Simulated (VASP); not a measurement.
# Pd (I4/mmm) in VASP: further runs

The runs below take Pd through single point, with PBE.

All numbers are computed with VASP 6.6.1; they aren't measurements. Logs are shortened: lines on timing, memory, paths and dates and some standing lists are left out, and cuts for length are marked.

**1. The cell of the first run**

Symmetry: I4/mmm, No. 139, tetragonal system. Conventional cell: a = 2.971 Å, b = 2.971 Å, c = 4.045 Å, α = 90.00°, β = 90.00°, γ = 90.00°. Within 3.8 Å of Pd (site symmetry 4/mmm) lie 12 Pd at 2.92 to 2.97 Å.

**2. Single point, PBE (strain +0.080 along x and y, +0.040 along z)**

The input, INCAR:

```
PREC = Accurate
ENCUT = 520
EDIFF = 1E-6
ISMEAR = 0
SIGMA = 0.15
LREAL = False
LASPH = True
NELM = 60
ALGO = Normal
ISIF = 2
LWAVE = False
LCHARG = False
GGA = PE
NBANDS = 11
```

The input, KPOINTS:

```
Automatic mesh
0
Gamma
  20 20 20
```

The input, POSCAR:

```
Pd
1.0
    0.0000000000      2.1004920000      2.0226960000
    2.1004920000      0.0000000000      2.0226960000
    2.1004920000      2.1004920000      0.0000000000
Pd
1
Direct
    0.0000000000      0.0000000000      0.0000000000
```

Potentials or basis: VASP PAW PBE potentials, release 64 (Pd).

The run is started by

```console
$ cat potpaw_PBE.64/Pd/POTCAR > POTCAR
$ mpirun -np 1 vasp_std > vasp.out
```

OUTCAR:

```text
PREC = Accurate
   ENCUT = 520
   EDIFF = 1E-6
   ISMEAR = 0
   LREAL = False
   LASPH = True
   NELM = 60
   ISIF = 2
   GGA = PE

 ion  position               nearest neighbor table
   1  0.000  0.000  0.000-

  LATTYP: Found a body centered tetragonal cell.
 ALAT       =     2.9705442741
 C/A-ratio  =     1.3618352823

  Lattice vectors:

 A1 = (   0.0000000000,  -2.1004920000,  -2.0226960000)
 A2 = (   0.0000000000,   2.1004920000,  -2.0226960000)
 A3 = (   2.1004920000,   0.0000000000,   2.0226960000)

Analysis of symmetry for initial positions (statically):
=====================================================================
 Subroutine PRICEL returns:
 Original cell was already a primitive cell.

 Routine SETGRP: Setting up the symmetry group for a
 body centered tetragonal supercell.

 Subroutine GETGRP returns: Found 16 space group operations
 (whereof 16 operations were pure point group operations)
 out of a pool of 16 trial point group operations.

The static configuration has the point symmetry D_4h.

Analysis of symmetry for dynamics (positions and initial velocities):
=====================================================================
 Subroutine PRICEL returns:
 Original cell was already a primitive cell.

 Routine SETGRP: Setting up the symmetry group for a
 body centered tetragonal supercell.

 Subroutine GETGRP returns: Found 16 space group operations
 (whereof 16 operations were pure point group operations)
 out of a pool of 16 trial point group operations.

The dynamic configuration has the point symmetry D_4h.

 Subroutine INISYM returns: Found 16 space group operations
 (whereof 16 operations are pure point group operations),
 and found     1 'primitive' translations

----------------------------------------------------------------------------------------

                                     Primitive cell

  volume of cell :      17.8485

  direct lattice vectors                    reciprocal lattice vectors
     0.000000000  2.100492000  2.022696000    -0.238039469  0.238039469  0.247194833
     2.100492000  0.000000000  2.022696000     0.238039469 -0.238039469  0.247194833
     2.100492000  2.100492000  0.000000000     0.238039469  0.238039469 -0.247194833

  length of vectors
     2.916053112  2.916053112  2.970544274     0.417649210  0.417649210  0.417649210

  position of ions in fractional coordinates (direct lattice)
     0.000000000  0.000000000  0.000000000

  ion indices of the primitive-cell ions
[... 81 lines left out ...]
   ISYM   =      2    0-nonsym 1-usesym 2-fastsym
   POTIM  = 0.5000    time-step for ionic-motion
   TEBEG  =    0.0;   TEEND  =   0.0 temperature during run
   PSTRESS=    0.0 pullay stress
   NELECT =      10.0000    total number of electrons
   NUPDOWN=      -1.0000    fix difference up-down
   EMIN   =  10.00;   EMAX   =-10.00  energy-range for DOS
   EFERMI =   0.00;   METHOD = LEGACY
   ISMEAR =     0;   SIGMA  =   0.15  broadening in eV -4-tet -1-fermi 0-gaus
   EFERMI_NEDOS =   21; number of points for ismear=-14 and -15
   IALGO  =     38    algorithm
   IMIX   =      4    mixing-type and parameters
     AMIX     =   0.40;   BMIX     =  1.00
     AMIX_MAG =   1.60;   BMIX_MAG =  1.00
  volume/ion in A,a.u.               =      17.85       120.45
  Fermi-wavevector in a.u.,A,eV,Ry     =   1.349607  2.550387 24.782177  1.821439
  Thomas-Fermi vector in A             =   2.477180
   LORBIT       =      0    0 simple, 1 ext, 2 COOP (PROOUT), +10 PAW based schemes
   GGA     = PE    functional components
   LHFCALC =     F    Hartree Fock is set to
   AEXX    =    0.0000 exact exchange contribution
   IVDW    =     0    specifies the selected vdW correction
   LEPSILON=     F    determine dielectric tensor
   LRPA    =     F    only Hartree local field effects (RPA)
 non-spin polarized calculation
 Gauss-broadening in eV      SIGMA  =   0.15
  energy-cutoff  :      520.00
  volume of cell :       17.85
 maximum number of plane-waves:       515
 NGX is ok and might be reduce to    24
   NGX = 11   NGY = 11   NGZ = 11

 number of electron      10.0000000 magnetization

 Free energy of the ion-electron system (eV)
  ---------------------------------------------------
  ext. energy  EPLUGINS =         0.00000000
  ---------------------------------------------------
  free energy    TOTEN  =        -5.07209608 eV

  energy without entropy =       -5.03847052  energy(sigma->0) =       -5.05528330

 E-fermi :   6.8949     XC(G=0): -12.0267

 val. band max:        6.8938705105   @ k =   0.3500   0.2000   0.1000
 cond. band min:       6.8956641609   @ k =  -0.1500   0.2000   0.0500
 fundamental gap:      0.0017936504
 Fermi energy:         6.8949357251

 k-point     1 :       0.0000    0.0000    0.0000
  band No.  band energies     occupation
      1       1.1236      2.00000
      2       4.7237      2.00000
      3       4.7237      2.00000
      4       4.9875      2.00000
      5       5.8481      2.00000
      6       6.1047      2.00000
      7      23.8433      0.00000
      8      27.3400      0.00000
      9      27.3400      0.00000
     10      27.9206      0.00000
     11      32.1489      0.00000
[... 309 lines left out ...]
 k-point    24 :      -0.3500    0.0500    0.0000
  band No.  band energies     occupation
      1       3.0150      2.00000
      2       4.7946      2.00000
      3       4.9815      2.00000
      4       5.9742      2.00000
      5       6.4779      1.99992
      6       7.0153      0.25629
      7      15.8359      0.00000
      8      23.6377      0.00000
      9      26.0850      0.00000
     10      27.0425      0.00000
     11      30.6357      0.00000

 [... further k-points ...]

------------------------ aborting loop because EDIFF is reached ----------------------------------------

  FORCE on cell =-STRESS in cart. coord.  units (eV):
  Direction    XX          YY          ZZ          XY          YZ          ZX
  --------------------------------------------------------------------------------------
  -------------------------------------------------------------------------------------
  Total       -1.8876571     -1.8876571     -1.8027366      0.0000000      0.0000000      0.0000000
  in kB     -169.4458790   -169.4458790   -161.8229780      0.0000000      0.0000000      0.0000000
  external PRESSURE =    -166.9049120 kB  Pullay stress =       0.0000000 kB

 VOLUME and BASIS-vectors are now :
 -----------------------------------------------------------------------------
  energy-cutoff  :      520.00
  volume of cell :       17.85
      direct lattice vectors                 reciprocal lattice vectors
     0.000000000  2.100492000  2.022696000    -0.238039469  0.238039469  0.247194833
     2.100492000  0.000000000  2.022696000     0.238039469 -0.238039469  0.247194833
     2.100492000  2.100492000  0.000000000     0.238039469  0.238039469 -0.247194833

 POSITION                                       TOTAL-FORCE (eV/Angst)
 -----------------------------------------------------------------------------------
      0.00000      0.00000      0.00000         0.000000      0.000000      0.000000
 -----------------------------------------------------------------------------------
    total drift:                               -0.000000      0.000000      0.000000

  FREE ENERGIE OF THE ION-ELECTRON SYSTEM (eV)
  ---------------------------------------------------
  free  energy   TOTEN  =        -5.0720960837 eV

  energy  without entropy=       -5.0384705188  energy(sigma->0) =       -5.05528330
```

OSZICAR:

```text
N       E                     dE             d eps       ncg     rms          rms(c)
DAV:   1     0.418659495535E+02    0.41866E+02   -0.50035E+03 14182   0.830E+02
DAV:   2    -0.467788217769E+01   -0.46544E+02   -0.44813E+02 16042   0.175E+02
DAV:   3    -0.528606285804E+01   -0.60818E+00   -0.60523E+00 16624   0.212E+01
DAV:   4    -0.528974843901E+01   -0.36856E-02   -0.36851E-02 16469   0.179E+00
DAV:   5    -0.528980443866E+01   -0.56000E-04   -0.55999E-04 17753   0.193E-01    0.458E+00
DAV:   6    -0.507657308476E+01    0.21323E+00   -0.12065E+00 16682   0.834E+00    0.226E+00
DAV:   7    -0.507349514790E+01    0.30779E-02   -0.50741E-03 16217   0.738E-01    0.130E+00
DAV:   8    -0.507208366904E+01    0.14115E-02   -0.76905E-04 16239   0.191E-01    0.247E-02
DAV:   9    -0.507209594580E+01   -0.12277E-04   -0.12553E-05 18239   0.311E-02    0.162E-02
DAV:  10    -0.507209608374E+01   -0.13793E-06   -0.56713E-07 13790   0.775E-03
   1 F= -.50720961E+01 E0= -.50552833E+01  d E =-.336256E-01
```

stdout:

```text
POSCAR found type information on POSCAR Pd
 POSCAR found :  1 types and       1 ions
 scaLAPACK will be used
 LDA part: xc-table for (Slater+PW92), standard interpolation
 POSCAR, INCAR and KPOINTS ok, starting setup
 FFT: planning ... GRIDC
 FFT: planning ... GRID_SOFT
 FFT: planning ... GRID
 WAVECAR not read
 entering main loop
```

Wall time 64 s (1 thread of Intel Xeon 8259CL, shared host); peak memory 0.25 GiB.

What came out:

```
Free energy            : -5.0721 eV
Pressure               : -16.7 GPa
Band gap on the k mesh : zero (bands 5 and 6 overlap by 1.22 eV)
```

Stress tensor (GPa, compression positive):
```
-16.94   0.00   0.00
  0.00 -16.94   0.00
  0.00   0.00 -16.18
```

Caveat: the cell differs from its parent crystal (strain +0.080 along x and y, +0.040 along z); the cell stands under tension.

**3. Single point, PBE (strain -0.040 along x and y, +0.040 along z)**

The input, INCAR:

```
PREC = Accurate
ENCUT = 520
EDIFF = 1E-6
ISMEAR = 0
SIGMA = 0.15
LREAL = F
LASPH = T
NELM = 100
ALGO = Normal
ISIF = 2
LWAVE = F
LCHARG = F
GGA = PE
NBANDS = 11
```

The input, KPOINTS:

```
regular mesh
0
Gamma
  20 20 20
```

The input, POSCAR:

```
Pd
1.0
    0.0000000000      1.8671040000      2.0226960000
    1.8671040000      0.0000000000      2.0226960000
    1.8671040000      1.8671040000      0.0000000000
Pd
1
Direct
    0.0000000000      0.0000000000      0.0000000000
```

Potentials or basis: VASP PAW PBE potentials, release 64 (Pd).

The run is started by

```console
$ cat potpaw_PBE.64/Pd/POTCAR > POTCAR
$ mpirun -np 1 vasp_std > vasp.out
```

Wall time 50 s (1 thread of AMD EPYC 9R45 (Zen 5), shared host); peak memory 0.18 GiB.

The run converged. Its results:

- Free energy: -5.1546 eV
- Pressure: 17.7 GPa
- Band gap on the k mesh: zero (bands 5 and 6 overlap by 1.98 eV)

Stress tensor (GPa, compression positive):
```
20.08  0.00  0.00
 0.00 20.08  0.00
 0.00  0.00 13.02
```

Levels at points of the mesh, in eV from the Fermi level:
```tsv
k point	band 1	band 2	band 3	band 4	band 5	band 6	band 7	band 8	band 9	band 10
(0.00, 0.00, 0.00)	-7.48	-3.57	-2.73	-2.73	-1.78	-0.90	17.33	20.93	22.95	22.95
(0.50, 0.00, 0.00)	-5.64	-3.45	-2.72	-0.17	0.15	0.95	7.75	16.37	21.04	22.44
(0.50, 0.50, 0.00)	-5.77	-5.49	0.01	0.30	0.30	2.34	9.84	14.51	14.51	23.14
(0.50, 0.00, 0.50)	-5.79	-5.42	-0.10	0.01	0.65	3.93	12.01	12.76	13.29	21.93
```

Caveat: the cell differs from its parent crystal (strain -0.040 along x and y, +0.040 along z); the stress differs along the axes, from 13 to 20 GPa.

**4. Single point, PBE (strain +0.000 along x and y, +0.040 along z)**

The input, INCAR:

```
ALGO = Normal
EDIFF = 1E-6
ENCUT = 520
GGA = PE
ISIF = 2
ISMEAR = 0
LASPH = T
LCHARG = F
LREAL = F
LWAVE = F
NBANDS = 11
NELM = 80
PREC = Accurate
SIGMA = 0.15
```

The input, KPOINTS:

```
k-points
0
Gamma
  20 20 20
```

The input, POSCAR:

```
Pd
1.0
    0.0000000000      1.9449000000      2.0226960000
    1.9449000000      0.0000000000      2.0226960000
    1.9449000000      1.9449000000      0.0000000000
Pd
1
Direct
    0.0000000000      0.0000000000      0.0000000000
```

The run is started by

```console
$ cat potpaw_PBE.64/Pd/POTCAR > POTCAR
$ mpirun -np 1 vasp_std > vasp.out
```

Run time: 58 s. Hardware: 1 thread of AMD EPYC 9R45 (Zen 5), shared host; peak memory 0.19 GiB.

Results (log left out):

* Free energy: -5.2271 eV
* Pressure: 0.1 GPa
* Band gap on the k mesh: zero (bands 5 and 6 overlap by 1.59 eV)

Stress tensor (GPa, compression positive):
```
 0.84  0.00  0.00
 0.00  0.84  0.00
 0.00  0.00 -1.34
```

Levels at points of the mesh, in eV from the Fermi level:
```tsv
k point	band 3	band 4	band 5	band 6	band 7	band 8
(0.00, 0.00, 0.00)	-2.55	-2.55	-1.35	-0.98	17.20	21.18
(0.50, 0.00, 0.00)	-2.55	-0.10	0.05	1.11	7.05	16.46
(0.50, 0.50, 0.00)	-0.04	0.26	0.26	2.88	9.72	13.50
(0.50, 0.00, 0.50)	-0.07	0.14	0.40	3.62	10.75	12.70
```

Caveat: the cell differs from its parent crystal (strain +0.000 along x and y, +0.040 along z).

**5. The runs side by side**

```csv
cell,gap on the mesh (eV),pressure (GPa)
"a = 2.916, b = 2.916, c = 2.971 Å, angles 59.4, 59.4, 61.2°, 1 atom",none,-16.7
"a = 2.753, b = 2.753, c = 2.640 Å, angles 61.3, 61.3, 57.3°, 1 atom",none,17.7
"a = 2.806, b = 2.806, c = 2.751 Å, angles 60.7, 60.7, 58.7°, 1 atom",none,0.1
```

Alike in all rows: task single point; level PBE; potentials or basis VASP PAW PBE potentials, release 64 (Pd); no spin polarisation; k mesh 20 × 20 × 20; cutoff (eV) 520; smearing gaussian 0.15 eV.

Caveats: the cell stands under tension (at least some runs); the stress differs along the axes, from 13 to 20 GPa (at least some runs).

Total energies depend on the potentials used, so only differences within one code and one set of settings carry meaning.
